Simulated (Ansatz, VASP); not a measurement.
Ca: VASP beside Ansatz

```xyz
2
Lattice="4.1137 0.0000 0.0000 -2.0569 3.5626 0.0000 0.0000 0.0000 6.7549" Properties=species:S:1:pos:R:3 pbc="T T T"
Ca    0.0000    2.3750    1.6887
Ca    2.0569    1.1875    5.0662
```

Alike in both runs: task single point; functional revPBE; k mesh 10 × 10 × 6; occupations fermi-dirac, width 0.1 eV; no spin polarisation.

|  | VASP | Ansatz |
| --- | --- | --- |
| version | VASP 6.6.1 | Ansatz 0.2.0 |
| potentials or method | VASP PAW PBE potentials, release 64 (Ca_sv), cutoff 520 eV | plane waves (420 eV) with PAW, scalar-relativistic |
| valence electrons in the cell | 20 | 20 |

|  | VASP | Ansatz | Ansatz less VASP |
| --- | --- | --- | --- |
| pressure (GPa) | -1.5 | -1.5 | 0.00 |
| traceless stress, the component that is largest in VASP (GPa) | -0.06 | -0.07 | -0.002 |

VASP's potentials were made for PBE, not for revPBE. With one functional, cell and mesh, what is left measures potentials, basis and numerics.
